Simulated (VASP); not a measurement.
# GaP (F-43m) in VASP: further runs, part 2 of 2

VASP 6.6.1. The steps go on from the part before.

## Step 3: Relaxation of cell and atoms, PBE

This run uses another cell than the first one, of 20.24 Å³/atom, 0.971 times its volume.

Input file INCAR:

```
PREC = Accurate
ENCUT = 600
EDIFF = 1E-6
ISMEAR = 0
SIGMA = 0.02
LREAL = False
LASPH = True
NELM = 100
ALGO = Normal
ISIF = 3
LWAVE = False
LCHARG = False
GGA = PE
IBRION = 2
NSW = 100
EDIFFG = -0.005
```

Input file KPOINTS:

```
regular mesh
0
Gamma
  8 8 8
```

Input file POSCAR:

```
GaP
1.0
    0.0000000000      2.7252500000      2.7252500000
    2.7252500000      0.0000000000      2.7252500000
    2.7252500000      2.7252500000      0.0000000000
Ga P
1 1
Direct
    0.0000000000      0.0000000000      0.0000000000
    0.7500000000      0.7500000000      0.7500000000
```

Potentials or basis: VASP PAW PBE potentials, release 64 (Ga_d, P).

The run is started by

```bash
cat potpaw_PBE.64/Ga_d/POTCAR potpaw_PBE.64/P/POTCAR > POTCAR
mpirun -np 1 vasp_std > vasp.out
```

OUTCAR:

```text
PREC = Accurate
   ENCUT = 600
   EDIFF = 1E-6
   ISMEAR = 0
   LREAL = False
   LASPH = True
   NELM = 100
   ISIF = 3
   GGA = PE
   IBRION = 2
   NSW = 100
   EDIFFG = -0.005

 ion  position               nearest neighbor table
   1  0.000  0.000  0.000-   2 2.36   2 2.36   2 2.36   2 2.36
   2  0.750  0.750  0.750-   1 2.36   1 2.36   1 2.36   1 2.36

  LATTYP: Found a face centered cubic cell.
 ALAT       =     5.4505000000

  Lattice vectors:

 A1 = (   0.0000000000,   2.7252500000,   2.7252500000)
 A2 = (   2.7252500000,   0.0000000000,   2.7252500000)
 A3 = (   2.7252500000,   2.7252500000,   0.0000000000)

Analysis of symmetry for initial positions (statically):
=====================================================================
 Subroutine PRICEL returns:
 Original cell was already a primitive cell.

 Routine SETGRP: Setting up the symmetry group for a
 face centered cubic supercell.

 Subroutine GETGRP returns: Found 24 space group operations
 (whereof 24 operations were pure point group operations)
 out of a pool of 48 trial point group operations.

The static configuration has the point symmetry T_d .

Analysis of symmetry for dynamics (positions and initial velocities):
=====================================================================
 Subroutine PRICEL returns:
 Original cell was already a primitive cell.

 Routine SETGRP: Setting up the symmetry group for a
 face centered cubic supercell.

 Subroutine GETGRP returns: Found 24 space group operations
 (whereof 24 operations were pure point group operations)
 out of a pool of 48 trial point group operations.

The dynamic configuration has the point symmetry T_d .

 Subroutine INISYM returns: Found 24 space group operations
 (whereof 24 operations are pure point group operations),
 and found     1 'primitive' translations

----------------------------------------------------------------------------------------

                                     Primitive cell

  volume of cell :      40.4808

  direct lattice vectors                    reciprocal lattice vectors
     0.000000000  2.725250000  2.725250000    -0.183469406  0.183469406  0.183469406
     2.725250000  0.000000000  2.725250000     0.183469406 -0.183469406  0.183469406
     2.725250000  2.725250000  0.000000000     0.183469406  0.183469406 -0.183469406

  length of vectors
     3.854085511  3.854085511  3.854085511     0.317778334  0.317778334  0.317778334

  position of ions in fractional coordinates (direct lattice)
     0.000000000  0.000000000  0.000000000
     0.750000000  0.750000000  0.750000000

  ion indices of the primitive-cell ions
   primitive index   ion index
                 1           1
                 2           2

----------------------------------------------------------------------------------------

 KPOINTS: regular mesh

Automatic generation of k-mesh.
 Grid dimensions read from file:
 generate k-points for:    8    8    8

 Generating k-lattice:

  Cartesian coordinates                     Fractional coordinates (reciprocal lattice)
[... 52 lines left out ...]
   ISTART =      0    job   : 0-new  1-cont  2-samecut
   ICHARG =      2    charge: 1-file 2-atom 10-const
   ISPIN  =      1    spin polarized calculation?
   LNONCOLLINEAR =      F non collinear calculations
   LSORBIT =      F    spin-orbit coupling
   LASPH  =      T    aspherical Exc in radial PAW
   ENCUT  =  600.0 eV  44.10 Ry    6.64 a.u.   7.70  7.70  7.70*2*pi/ulx,y,z
   NELM   =    100;   NELMIN=  2; NELMDL= -5     # of ELM steps
   EDIFF  = 0.1E-05   stopping-criterion for ELM
   LREAL  =      F    real-space projection
   EDIFFG = -.5E-02   stopping-criterion for IOM
   NSW    =    100    number of steps for IOM
   IBRION =      2    ionic relax: 0-MD 1-quasi-New 2-CG
   NFREE  =      1    steps in history (QN), initial steepest desc. (CG)
   ISIF   =      3    stress and relaxation
   ISYM   =      2    0-nonsym 1-usesym 2-fastsym
   POTIM  = 0.5000    time-step for ionic-motion
   TEBEG  =    0.0;   TEEND  =   0.0 temperature during run
   PSTRESS=    0.0 pullay stress
   NELECT =      18.0000    total number of electrons
   NUPDOWN=      -1.0000    fix difference up-down
   EMIN   =  10.00;   EMAX   =-10.00  energy-range for DOS
   EFERMI =   0.00;   METHOD = LEGACY
   ISMEAR =     0;   SIGMA  =   0.02  broadening in eV -4-tet -1-fermi 0-gaus
   EFERMI_NEDOS =   21; number of points for ismear=-14 and -15
   IALGO  =     38    algorithm
   IMIX   =      4    mixing-type and parameters
     AMIX     =   0.40;   BMIX     =  1.00
     AMIX_MAG =   1.60;   BMIX_MAG =  1.00
  volume/ion in A,a.u.               =      20.24       136.59
  Fermi-wavevector in a.u.,A,eV,Ry     =   1.249538  2.361284 21.243377  1.561344
  Thomas-Fermi vector in A             =   2.383574
   LORBIT       =      0    0 simple, 1 ext, 2 COOP (PROOUT), +10 PAW based schemes
   GGA     = PE    functional components
   LHFCALC =     F    Hartree Fock is set to
   AEXX    =    0.0000 exact exchange contribution
   IVDW    =     0    specifies the selected vdW correction
   LEPSILON=     F    determine dielectric tensor
   LRPA    =     F    only Hartree local field effects (RPA)
 conjugate gradient relaxation of ions
 non-spin polarized calculation
 Gauss-broadening in eV      SIGMA  =   0.02
  energy-cutoff  :      600.00
  volume of cell :       40.48
 maximum number of plane-waves:      1365
   NGX = 15   NGY = 15   NGZ = 15

--------------------------------------- Ionic step        1  -------------------------------------------

 number of electron      18.0000003 magnetization

 Free energy of the ion-electron system (eV)
  ---------------------------------------------------
  ext. energy  EPLUGINS =         0.00000000
  ---------------------------------------------------
  free energy    TOTEN  =        -9.11605074 eV

  energy without entropy =       -9.11605074  energy(sigma->0) =       -9.11605074

------------------------ aborting loop because EDIFF is reached ----------------------------------------

  FORCE on cell =-STRESS in cart. coord.  units (eV):
  Direction    XX          YY          ZZ          XY          YZ          ZX
  --------------------------------------------------------------------------------------
  -------------------------------------------------------------------------------------
  Total        0.6114884      0.6114884      0.6114884      0.0000000      0.0000000     -0.0000000
  in kB       24.2019171     24.2019171     24.2019171      0.0000000      0.0000000     -0.0000000
  external PRESSURE =      24.2019171 kB  Pullay stress =       0.0000000 kB
[... 167 lines left out ...]
--------------------------------------- Ionic step        6  -------------------------------------------

 number of electron      17.9999991 magnetization

 Free energy of the ion-electron system (eV)
  ---------------------------------------------------
  ext. energy  EPLUGINS =         0.00000000
  ---------------------------------------------------
  free energy    TOTEN  =        -9.12526475 eV

  energy without entropy =       -9.12526475  energy(sigma->0) =       -9.12526475

 E-fermi :   4.4413     XC(G=0):  -9.6967

 val. band max:        4.3509354989   @ k =   0.0000   0.0000   0.0000
 cond. band min:       5.9299815062   @ k =   0.0000   0.0000   0.0000
 fundamental gap:      1.5790460073
 Fermi energy:         4.4412840455

 k-point     1 :       0.0000    0.0000    0.0000
  band No.  band energies     occupation
      1     -10.1533      2.00000
      2     -10.1533      2.00000
      3     -10.1533      2.00000
      4     -10.0624      2.00000
      5     -10.0624      2.00000
      6      -7.9191      2.00000
      7       4.3509      2.00000
      8       4.3509      2.00000
      9       4.3509      2.00000
     10       5.9300      0.00000
     11       8.2464      0.00000
     12       8.2465      0.00000
     13       8.2465      0.00000
[... 354 lines left out ...]
  band No.  band energies     occupation
      1     -10.2318      2.00000
      2     -10.1252      2.00000
      3     -10.1144      2.00000
      4     -10.0668      2.00000
      5     -10.0558      2.00000
      6      -5.5613      2.00000
      7      -1.9226      2.00000
      8       1.2667      2.00000
      9       2.4973      2.00000
     10       7.7185      0.00000
     11       8.6696      0.00000
     12      10.7234      0.00000
     13      12.1863      0.00000

 [... further k-points ...]

------------------------ aborting loop because EDIFF is reached ----------------------------------------

  FORCE on cell =-STRESS in cart. coord.  units (eV):
  Direction    XX          YY          ZZ          XY          YZ          ZX
  --------------------------------------------------------------------------------------
  -------------------------------------------------------------------------------------
  Total       -0.0082429     -0.0082429     -0.0082429      0.0000000     -0.0000000     -0.0000000
  in kB       -0.3165971     -0.3165971     -0.3165971      0.0000000     -0.0000000     -0.0000000
  external PRESSURE =      -0.3165971 kB  Pullay stress =       0.0000000 kB
[... 17 lines left out ...]
  FREE ENERGIE OF THE ION-ELECTRON SYSTEM (eV)
  ---------------------------------------------------
  free  energy   TOTEN  =        -9.1252647461 eV

  energy  without entropy=       -9.1252647461  energy(sigma->0) =       -9.12526475

 reached required accuracy - stopping structural energy minimisation
```

OSZICAR:

```text
N       E                     dE             d eps       ncg     rms          rms(c)
DAV:   1     0.860651054946E+02    0.86065E+02   -0.99032E+03   770   0.213E+03
DAV:   2    -0.248561605148E+01   -0.88551E+02   -0.85564E+02   809   0.355E+02
DAV:   3    -0.925968323762E+01   -0.67741E+01   -0.67380E+01   964   0.786E+01
[... 43 lines left out ...]
DAV:   1    -0.912534911161E+01   -0.89836E-04   -0.11184E-03   994   0.703E-01    0.542E-02
DAV:   2    -0.912528395254E+01    0.65159E-04   -0.11874E-04   964   0.271E-01    0.247E-02
DAV:   3    -0.912526701214E+01    0.16940E-04   -0.21041E-05   999   0.992E-02    0.555E-03
DAV:   4    -0.912526523709E+01    0.17751E-05   -0.16572E-06   442   0.216E-02    0.245E-03
DAV:   5    -0.912526474605E+01    0.49104E-06   -0.24463E-07   377   0.754E-03
   6 F= -.91252647E+01 E0= -.91252647E+01  d E =-.617591E-05
```

CONTCAR:

```text
GaP
   1.00000000000000
    -0.0000000000000000    2.7526523512045262    2.7526523512045262
     2.7526523512045262    0.0000000000000000    2.7526523512045262
     2.7526523512045262    2.7526523512045262   -0.0000000000000000
  Ga              P
     1     1
Direct
     0.0000000000000000    0.0000000000000000    0.0000000000000000
     0.7500000000000000    0.7500000000000000    0.7500000000000000

  0.00000000E+00  0.00000000E+00  0.00000000E+00
  0.00000000E+00  0.00000000E+00  0.00000000E+00
```

It took 39 s on 1 thread of Intel Xeon Platinum 8375C at 2.90GHz (Ice Lake), shared host; peak memory 0.19 GiB.

Results:

```
Free energy                            : -9.1253 eV
Relaxed volume                         : 20.86 Å³/atom
Relaxed cell                           : a = 3.893 Å, b = 3.893 Å, c = 3.893 Å, α = 60.00°, β = 60.00°, γ = 60.00°
Space group after relaxing (to 0.05 Å) : F-43m (No. 216)
Energy gained by relaxing              : 4.6 meV/atom
Ionic steps                            : 6
Pressure after relaxing                : 0.0 GPa
Band gap on the k mesh                 : 1.58 eV, direct
```

Step by step:
| step | energy change (eV) | largest force (eV/Å) | pressure (GPa) | volume (Å³) |
| --- | --- | --- | --- | --- |
| 1 | 0.0000 | 0.0000 | 2.42 | 40.48 |
| 2 | -0.0073 | 0.0000 | -1.04 | 42.30 |
| 3 | -0.0092 | 0.0000 | 0.05 | 41.72 |
| 4 | -0.0092 | 0.0000 | -0.09 | 41.75 |
| 5 | -0.0092 | 0.0000 | 0.11 | 41.68 |
| 6 | -0.0092 | 0.0000 | -0.03 | 41.71 |

Final structure:
```cif
data_structure
_symmetry_space_group_name_H-M 'P 1'
_symmetry_Int_Tables_number 1
_cell_length_a 3.8928
_cell_length_b 3.8928
_cell_length_c 3.8928
_cell_angle_alpha 60.000
_cell_angle_beta 60.000
_cell_angle_gamma 60.000
_cell_volume 41.71
loop_
_atom_site_label
_atom_site_type_symbol
_atom_site_fract_x
_atom_site_fract_y
_atom_site_fract_z
_atom_site_occupancy
Ga1 Ga 0.00000 0.00000 0.00000 1
P1 P 0.75000 0.75000 0.75000 1
```

## Step 4: Against experiment

Step 2. Against the measured gap of GaP, 2.34 eV (indirect; 10 K; quoted in “Stacking defects in GaP nanowires: Electronic structure and optical properties”, 2018, arxiv:1810.01194), the calculated 1.58 eV is off by -0.76 eV. Spin-orbit coupling on Ga is left out. The value is that of PBE on a finite k mesh, which can miss the band edges, without temperature or zero-point motion. Semilocal functionals fall short of measured gaps as a rule.
